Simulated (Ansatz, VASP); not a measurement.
## Two plane-wave programs on Zn7CdSe8

The input INCAR:

```
PREC = Accurate ; ENCUT = 600
EDIFF = 1E-6 ; ISMEAR = 0
SIGMA = 0.02 ; LREAL = Auto
LASPH = T ; NELM = 100
ALGO = Normal ; ISIF = 3
LWAVE = F ; LCHARG = F
GGA = PS ; IBRION = 2
NSW = 100 ; EDIFFG = -0.005
```

Contents of KPOINTS:

```
Automatic mesh
0
Gamma
  4 4 4
```

File POSCAR:

```
Zn7CdSe8
1.0
   -5.6948051809      0.0000000000      5.6948051809
   -5.6948051809     -5.6948051809      0.0000000000
    0.0000000000     -5.6948051809      5.6948051809
Cd Zn Se
1 7 8
Direct
    0.0000000000      0.5000000000      0.0000000000
   -0.0011162482      0.0011162482     -0.0011162482
   -0.0011162482      0.4988837518      0.5011162482
   -0.0011162482      0.0011162482      0.5011162482
    0.5011162482      0.4988837518     -0.0011162482
    0.5011162482      0.0011162482     -0.0011162482
    0.5011162482      0.4988837518      0.5011162482
    0.5000000000      0.0000000000      0.5000000000
    0.1309568644      0.1071294068      0.1309568644
    0.1309568644      0.6309568644      0.1309568644
    0.1250135638      0.1249954787      0.6249954787
    0.1309568644      0.6309568644      0.6071294068
    0.6249954787      0.1249954787      0.1250135638
    0.6071294068      0.6309568644      0.1309568644
    0.6249954787      0.1249954787      0.6249954787
    0.6249954787      0.6250135638      0.6249954787
```

Input for Ansatz:

```yaml
crystal:
  lattice:
    - [-5.6948051809, 0.0, 5.6948051809]
    - [-5.6948051809, -5.6948051809, 0.0]
    - [0.0, -5.6948051809, 5.6948051809]
  atoms:
    - { symbol: Cd, position: [0.0, 0.5, 0.0] }
    - { symbol: Zn, position: [-0.0011162482, 0.0011162482, -0.0011162482] }
    - { symbol: Zn, position: [-0.0011162482, 0.4988837518, 0.5011162482] }
    - { symbol: Zn, position: [-0.0011162482, 0.0011162482, 0.5011162482] }
    - { symbol: Zn, position: [0.5011162482, 0.4988837518, -0.0011162482] }
    - { symbol: Zn, position: [0.5011162482, 0.0011162482, -0.0011162482] }
    - { symbol: Zn, position: [0.5011162482, 0.4988837518, 0.5011162482] }
    - { symbol: Zn, position: [0.5, 0.0, 0.5] }
    - { symbol: Se, position: [0.1309568644, 0.1071294068, 0.1309568644] }
    - { symbol: Se, position: [0.1309568644, 0.6309568644, 0.1309568644] }
    - { symbol: Se, position: [0.1250135638, 0.1249954787, 0.6249954787] }
    - { symbol: Se, position: [0.1309568644, 0.6309568644, 0.6071294068] }
    - { symbol: Se, position: [0.6249954787, 0.1249954787, 0.1250135638] }
    - { symbol: Se, position: [0.6071294068, 0.6309568644, 0.1309568644] }
    - { symbol: Se, position: [0.6249954787, 0.1249954787, 0.6249954787] }
    - { symbol: Se, position: [0.6249954787, 0.6250135638, 0.6249954787] }
basis:
  ecutwfc: 420
kpoints:
  mp_grid: { grid: [4, 4, 4] }
hamiltonian:
  xc: pbesol
scf:
  occupations: { method: gaussian, width: 0.02 }
output:
  forces: true
  stress: true
  eigenvalues: true
relax:
  adjacent_minimum: "off"
  f_tol: 0.005
  max_steps: 80
  cell: { stress_tol: 0.05 }
```

Alike in both runs: task relaxation of cell and atoms; functional PBEsol; k mesh 4 × 4 × 4; occupations gaussian, width 0.02 eV; no spin polarisation.

```csv
,VASP,Ansatz
version,VASP 6.6.1,Ansatz 0.2.0
potentials or method,"VASP PAW PBE potentials, release 64 (Cd, Zn, Se), cutoff 600 eV","scalar-relativistic, plane waves, PAW"
valence electrons in the cell,144,232
```

Ansatz gave:

* gap on the k mesh at the Fermi level, each at its own relaxed structure (eV): 1.07
* relaxed volume (Å³/atom): 23.03
* relaxed cell length with the largest relative difference (Å): 8.047

Problem. What did VASP give for the same quantities?

Solution. gap on the k mesh at the Fermi level, each at its own relaxed structure (eV): 1.06; relaxed volume (Å³/atom): 23.13; relaxed cell length with the largest relative difference (Å): 8.058.

VASP's potentials were made for PBE, not for PBEsol. VASP's potentials hold 144 valence electrons a cell and Ansatz's 232, so a difference there can come from the potentials and not from the codes.
